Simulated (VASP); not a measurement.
Write the native input for VASP 6.6.1 that does the following.

```
Task                   : single point
Functional             : PBEsol
Potentials or basis    : VASP PAW PBE potentials, release 64 (Si)
Cutoff                 : 520 eV
k mesh                 : 10 × 10 × 10
Occupations            : gaussian, width 0.03 eV
Spin                   : no spin polarisation
Dipole correction      : no
Further INCAR settings : ALGO = Normal; EDIFF = 1e-06; NBANDS = 16
```

The structure of Si lies in POSCAR:

```
Si
1.0
   -3.3997609616      3.3997609616      1.9186812134
    3.3997609616     -3.3997609616      1.9186812134
    3.2446147878      3.2446147878     -1.9186812134
Si
4
Direct
    0.1787304307      0.1787304307      0.3574608614
    0.8212695693      0.8212695693      0.6425391386
    0.1787304307      0.8212695693      0.0000000000
    0.8212695693      0.1787304307      0.0000000000
```

These files were run (other wordings do the same):

INCAR

```
SYSTEM = Si
ALGO = Normal ; EDIFF = 1E-6
ENCUT = 520 ; GGA = PS
ISIF = 2 ; ISMEAR = 0
LASPH = .TRUE. ; LCHARG = .FALSE.
LREAL = .FALSE. ; LWAVE = .FALSE.
NBANDS = 16 ; NELM = 60
PREC = Accurate ; SIGMA = 0.03
```

KPOINTS

```
k-points
0
G
  10 10 10
  0 0 0
```

Potentials or basis: VASP PAW PBE potentials, release 64 (Si).

Launch:

```console
$ cat potpaw_PBE.64/Si/POTCAR > POTCAR
$ mpirun -np 1 vasp_std > vasp.out
```

Results of the run:

```json
{
  "Pressure": "0.1 GPa",
  "Largest force": "0.180 eV/Å",
  "Band gap on the k mesh": "zero (bands 8 and 9 overlap by 0.05 eV)"
}
```

Caveat: semilocal functionals underestimate gaps, and a narrow one can read as zero; the PAW data sets were made with another functional, which shifts forces and pressure a little.

It took 6.2 min on 1 thread of Intel Xeon 8259CL, with other jobs on the host, peak memory 0.34 GiB.
